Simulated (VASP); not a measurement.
# Fe (Im-3m) in VASP: a series of runs, part 2 of 2

VASP 6.6.1.

**6. Single point, r2SCAN, collinear spin, ferromagnetic start**

POSCAR

```
Fe
1.0
   -1.4345540696      1.4345540696      1.4345540696
    1.4345540696     -1.4345540696      1.4345540696
    1.4345540696      1.4345540696     -1.4345540696
Fe
1
Direct
    0.0000000000      0.0000000000      0.0000000000
```

INCAR.step1

```
SYSTEM = Fe
  ALGO = Normal
  EDIFF = 1E-4
  ENCUT = 520
  GGA = PE
  ISMEAR = -1
  ISPIN = 2
  LASPH = .TRUE.
  LCHARG = .FALSE.
  LMAXMIX = 4
  LREAL = .FALSE.
  LWAVE = .TRUE.
  MAGMOM = 2.804
  NBANDS = 14
  NELM = 150
  PREC = Accurate
  SIGMA = 0.3
```

INCAR.step2

```
SYSTEM = Fe
  ALGO = Normal
  EDIFF = 1E-6
  ENCUT = 520
  ISIF = 2
  ISMEAR = -1
  ISPIN = 2
  ISTART = 1
  LASPH = .TRUE.
  LCHARG = .TRUE.
  LELF = .TRUE.
  LMAXMIX = 4
  LMIXTAU = .TRUE.
  LORBIT = 11
  LREAL = .FALSE.
  LVHAR = .TRUE.
  LWAVE = .FALSE.
  MAGMOM = 2.804
  METAGGA = R2SCAN
  NBANDS = 14
  NELM = 150
  PREC = Accurate
  SIGMA = 0.3
```

KPOINTS

```
k-points
0
G
  15 15 15
  0 0 0
```

Potentials or basis: VASP PAW PBE potentials, release 64 (Fe).

On the command line:

```console
$ cat potpaw_PBE.64/Fe/POTCAR > POTCAR
$ cp INCAR.step1 INCAR
$ mpirun -np 1 vasp_std > vasp.out
$ cp INCAR.step2 INCAR
$ mpirun -np 1 vasp_std > vasp.out
```

OUTCAR:

```text
SYSTEM = Fe
   EDIFF = 1E-6
   ENCUT = 520
   ISIF = 2
   ISMEAR = -1
   ISPIN = 2
   ISTART = 1
   LASPH = .TRUE.
   LORBIT = 11
   LREAL = .FALSE.
   METAGGA = R2SCAN
   NELM = 150
   PREC = Accurate

 ion  position               nearest neighbor table
   1  0.000  0.000  0.000-

  LATTYP: Found a body centered cubic cell.
 ALAT       =     2.8691081392

  Lattice vectors:

 A1 = (  -1.4345540696,   1.4345540696,   1.4345540696)
 A2 = (   1.4345540696,  -1.4345540696,   1.4345540696)
 A3 = (   1.4345540696,   1.4345540696,  -1.4345540696)

Analysis of symmetry for initial positions (statically):
=====================================================================
 Subroutine PRICEL returns:
 Original cell was already a primitive cell.

 Routine SETGRP: Setting up the symmetry group for a
 body centered cubic supercell.

 Subroutine GETGRP returns: Found 48 space group operations
 (whereof 48 operations were pure point group operations)
 out of a pool of 48 trial point group operations.

The static configuration has the point symmetry O_h .
[... 604 lines left out ...]
     10      36.5055      0.00000
     11      36.5056      0.00000
     12      39.2915      0.00000
     13      39.2915      0.00000
     14      39.2920      0.00000
[... 379 lines left out ...]
      3       4.5078      0.97363
      4       7.7947      0.00064
      5       8.2907      0.00012
      6      10.8619      0.00000
      7      14.5778      0.00000
      8      19.1303      0.00000
      9      25.7268      0.00000
     10      32.4876      0.00000
     11      37.2788      0.00000
     12      40.9883      0.00000
     13      45.5548      0.00000
     14      50.8922      0.00000

 [... further k-points ...]

------------------------ aborting loop because EDIFF is reached ----------------------------------------

  FORCE on cell =-STRESS in cart. coord.  units (eV):
  Direction    XX          YY          ZZ          XY          YZ          ZX
  --------------------------------------------------------------------------------------
  -------------------------------------------------------------------------------------
  Total        0.0131519      0.0131519      0.0131519     -0.0000000     -0.0000000      0.0000000
  in kB        1.7843788      1.7843788      1.7843788     -0.0000000     -0.0000000      0.0000000
  external PRESSURE =       1.7843788 kB  Pullay stress =       0.0000000 kB

 VOLUME and BASIS-vectors are now :
 -----------------------------------------------------------------------------
  energy-cutoff  :      520.00
  volume of cell :       11.81
      direct lattice vectors                 reciprocal lattice vectors
    -1.434554070  1.434554070  1.434554070     0.000000000  0.348540366  0.348540366
     1.434554070 -1.434554070  1.434554070     0.348540366  0.000000000  0.348540366
     1.434554070  1.434554070 -1.434554070     0.348540366  0.348540366  0.000000000

 POSITION                                       TOTAL-FORCE (eV/Angst)
 -----------------------------------------------------------------------------------
      0.00000      0.00000      0.00000        -0.000000      0.000000      0.000000
 -----------------------------------------------------------------------------------
    total drift:                                0.000000     -0.000000      0.000000

  FREE ENERGIE OF THE ION-ELECTRON SYSTEM (eV)
  ---------------------------------------------------
  free  energy   TOTEN  =       -14.4728588175 eV

  energy  without entropy=      -14.2372471689  energy(sigma->0) =      -14.35505299

 total charge

# of ion       s       p       d       tot
------------------------------------------
    1        0.480   0.546   6.170   7.196

 magnetization (x)

# of ion       s       p       d       tot
------------------------------------------
    1       -0.009  -0.099   2.813   2.704
```

OUTCAR.step1:

```text
SYSTEM = Fe
   EDIFF = 1E-4
   ENCUT = 520
   GGA = PE
   ISMEAR = -1
   ISPIN = 2
   LASPH = .TRUE.
[... 1052 lines left out ...]
 -----------------------------------------------------------------------------------
      0.00000      0.00000      0.00000         0.000000     -0.000000      0.000000
 -----------------------------------------------------------------------------------
    total drift:                                0.000000      0.000000      0.000000

  FREE ENERGIE OF THE ION-ELECTRON SYSTEM (eV)
  ---------------------------------------------------
  free  energy   TOTEN  =        -8.3912417888 eV

  energy  without entropy=       -8.0359029550  energy(sigma->0) =       -8.21357237
```

OSZICAR.step1:

```text
N       E                     dE             d eps       ncg     rms          rms(c)
DAV:   1     0.220360387655E+02    0.22036E+02   -0.37761E+03  7280   0.692E+02
DAV:   2    -0.842892751193E+01   -0.30465E+02   -0.27807E+02  7320   0.128E+02
DAV:   3    -0.935826751116E+01   -0.92934E+00   -0.92247E+00  8126   0.234E+01
DAV:   4    -0.936123154625E+01   -0.29640E-02   -0.29638E-02  7820   0.120E+00
DAV:   5    -0.936124626626E+01   -0.14720E-04   -0.14721E-04  7978   0.873E-02    0.111E+01
DAV:   6    -0.849874155668E+01    0.86250E+00   -0.10621E+01  8394   0.374E+01    0.548E+00
DAV:   7    -0.840214109406E+01    0.96600E-01   -0.78359E-01  8310   0.971E+00    0.304E+00
DAV:   8    -0.839670090956E+01    0.54402E-02   -0.91703E-03  8130   0.569E-01    0.135E+00
DAV:   9    -0.839135272571E+01    0.53482E-02   -0.11392E-02  8924   0.588E-01    0.353E-01
DAV:  10    -0.839115957249E+01    0.19315E-03   -0.27667E-04  7986   0.213E-01    0.143E-01
DAV:  11    -0.839124178883E+01   -0.82216E-04   -0.33237E-04  4622   0.168E-01
   1 F= -.83912418E+01 E0= -.82135724E+01  d E =-.355339E+00  mag=     2.1642
```

Run time: 2.5 min. Hardware: 1 thread of Intel Xeon Platinum 8259CL at 2.50GHz (Skylake/Cascade Lake), shared host; peak memory 0.15 GiB.

Results:

* Free energy: -14.4729 eV
* Pressure: 0.2 GPa
* Net moment: 2.65 μB per cell
* Site moments: Fe +2.70 μB
* Valence electrons inside the program's atomic spheres: Fe 7.20

Caveat: the PAW data sets were made with another functional, which shifts forces and pressure a little.

**7. The runs side by side**

| smearing | gap on the mesh (eV) | pressure (GPa) | moment (μB) |
| --- | --- | --- | --- |
| fermi-dirac 0.01 eV | none | -0.3 | 2.68 |
| fermi-dirac 0.03 eV | none | -0.3 | 2.67 |
| fermi-dirac 0.1 eV | none | -0.4 | 2.67 |
| fermi-dirac 0.2 eV | none | -0.5 | 2.66 |
| fermi-dirac 0.3 eV | none | 0.2 | 2.65 |

Alike in all rows: task single point; level r2SCAN; potentials or basis VASP PAW PBE potentials, release 64 (Fe); spin collinear, ferromagnetic start; cell as given; k mesh 15 × 15 × 15; cutoff (eV) 520.

Every run on the cell as given and a fine mesh finds a metal.

Caveats: the PAW data sets were made with another functional, which shifts forces and pressure a little.

Absolute energies hang on the potentials; compare differences alone.
